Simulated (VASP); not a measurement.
A run of VASP 6.6.1:

The input POSCAR:

```
Ba
1.0
    0.0000000000      3.2326650028      3.2326650028
    3.2326650028      0.0000000000      3.2326650028
    3.2326650028      3.2326650028      0.0000000000
Ba
1
Direct
    0.0000000000      0.0000000000      0.0000000000
```

INCAR.step1

```
SYSTEM = Ba
  ALGO = Normal
  EDIFF = 1E-4
  ENCUT = 520
  GGA = PE
  ISMEAR = 0
  LASPH = .TRUE.
  LCHARG = .FALSE.
  LREAL = .FALSE.
  LWAVE = .TRUE.
  NBANDS = 11
  NELM = 100
  PREC = Accurate
  SIGMA = 0.15
```

Contents of INCAR.step2:

```
SYSTEM = Ba
  ALGO = Normal
  EDIFF = 1E-6
  ENCUT = 520
  ISIF = 2
  ISMEAR = 0
  ISTART = 1
  LASPH = .TRUE.
  LCHARG = .TRUE.
  LELF = .TRUE.
  LMIXTAU = .TRUE.
  LREAL = .FALSE.
  LVHAR = .TRUE.
  LWAVE = .FALSE.
  METAGGA = R2SCAN
  NBANDS = 11
  NELM = 100
  PREC = Accurate
  SIGMA = 0.15
```

File KPOINTS:

```
k-points
0
G
  14 14 14
  0 0 0
```

Potentials or basis: VASP PAW PBE potentials, release 64 (Ba_sv).

The run is started by

```console
$ cat potpaw_PBE.64/Ba_sv/POTCAR > POTCAR
$ cp INCAR.step1 INCAR
$ mpirun -np 1 vasp_std > vasp.out
$ cp INCAR.step2 INCAR
$ mpirun -np 1 vasp_std > vasp.out
```

Hardware: 1 thread of Intel(R) Xeon(R) Platinum 8488C (Sapphire Rapids) (shared host).

**Question.** How long does it take, and how much memory?

**Answer.** It took 2.5 min on 1 thread of Intel(R) Xeon(R) Platinum 8488C (Sapphire Rapids), on a shared host, peak memory 0.26 GiB. Counts: k points 104.
